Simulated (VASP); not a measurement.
Wanted: the native input for a VASP 6.6.1 run.

* Task: single point
* Functional: r2SCAN
* Potentials or basis: VASP PAW PBE potentials, release 64 (Ba_sv, Ti_sv, O)
* Cutoff: 520 eV
* k mesh: 8 × 8 × 8
* Occupations: gaussian, width 0.05 eV
* Spin: no spin polarisation
* Dipole correction: no
* Further INCAR settings: ALGO = Normal; EDIFF = 1e-06; NBANDS = 28

Crystal: BaTiO3.

```
Ba Ti O
1.0
     3.97232    0.00000    0.00000
     0.00000    3.97232    0.00000
     0.00000    0.00000    4.11238
Ba Ti O
1 1 3
Direct
  0.00000 0.00000 0.99261
  0.50000 0.50000 0.47453
  0.50000 0.50000 0.04981
  0.50000 0.00000 0.51464
  0.00000 0.50000 0.51464
```

This cell differs from its parent crystal: atom 3 (O) moved +0.075 Å along Cartesian [0 0 1].

These files were run (other wordings do the same):

POSCAR

```
BaTiO3
1.0
    3.9723167996      0.0000000000      0.0000000000
    0.0000000000      3.9723167996      0.0000000000
    0.0000000000      0.0000000000      4.1123825565
Ba Ti O
1 1 3
Direct
    0.0000000000      0.0000000000      0.9926109048
    0.5000000000      0.5000000000      0.4745255192
    0.5000000000      0.5000000000      0.0498113067
    0.5000000000      0.0000000000      0.5146449361
    0.0000000000      0.5000000000      0.5146449361
```

INCAR.step1

```
PREC = Accurate
ENCUT = 520
ISMEAR = 0
SIGMA = 0.05
LREAL = F
LASPH = T
NELM = 80
NBANDS = 28
GGA = PE
ALGO = Normal
EDIFF = 1E-4
LWAVE = T
LCHARG = F
```

INCAR.step2

```
PREC = Accurate
ENCUT = 520
EDIFF = 1E-6
ISMEAR = 0
SIGMA = 0.05
LREAL = F
LASPH = T
NELM = 80
ALGO = Normal
ISIF = 2
LWAVE = F
LCHARG = F
METAGGA = R2SCAN
LMIXTAU = T
NBANDS = 28
ISTART = 1
```

KPOINTS

```
Automatic mesh
0
Gamma
  8 8 8
```

Potentials or basis: VASP PAW PBE potentials, release 64 (Ba_sv, Ti_sv, O).

Command:

```bash
$ cat potpaw_PBE.64/Ba_sv/POTCAR potpaw_PBE.64/Ti_sv/POTCAR potpaw_PBE.64/O/POTCAR > POTCAR
$ cp INCAR.step1 INCAR
$ mpirun -np 1 vasp_std > vasp.out
$ cp INCAR.step2 INCAR
$ mpirun -np 1 vasp_std > vasp.out
```

It gave:

- Pressure: 4.7 GPa
- Largest force: 1.652 eV/Å
- Band gap on the k mesh: 2.28 eV, indirect (least direct gap 2.83 eV)

Caveat: the cell differs from its parent crystal (atom 3 (O) moved +0.075 Å along Cartesian [0 0 1]); the PAW data sets were made with another functional, which shifts forces and pressure a little; spin-orbit coupling is left out, which moves the levels of the heavy elements.

It took 5.1 min on 1 thread of Intel(R) Xeon(R) Platinum 8488C (Sapphire Rapids), with other jobs on the host, peak memory 0.27 GiB.
